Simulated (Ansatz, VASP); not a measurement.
# GaP in VASP and in Ansatz

```
Ga P
1.0
     0.00000    2.71033    2.71033
     2.71033    0.00000    2.71033
     2.71033    2.71033    0.00000
Ga P
1 1
Direct
  0.00000 0.00000 0.00000
  0.25000 0.25000 0.25000
```

Alike in both runs: task relaxation of cell and atoms; functional PBE; k mesh 13 × 13 × 13; occupations fermi-dirac, width 0.03 eV; no spin polarisation.

|  | VASP | Ansatz |
| --- | --- | --- |
| version | VASP 6.6.1 | Ansatz 0.2.0 |
| potentials or method | VASP PAW PBE potentials, release 64 (Ga_d, P) | PAW with Ansatz's default frozen-core files, scalar-relativistic |
| plane-wave cutoff (eV) | 600 | 420 |
| valence electrons in the cell | 18 | 18 |

```csv
,VASP,Ansatz,Ansatz less VASP
relaxed volume (Å³/atom),20.86,20.87,+0.006
relaxed length of the cell vector where the two differ most in proportion (Å),3.893,3.893,+0.0004
```
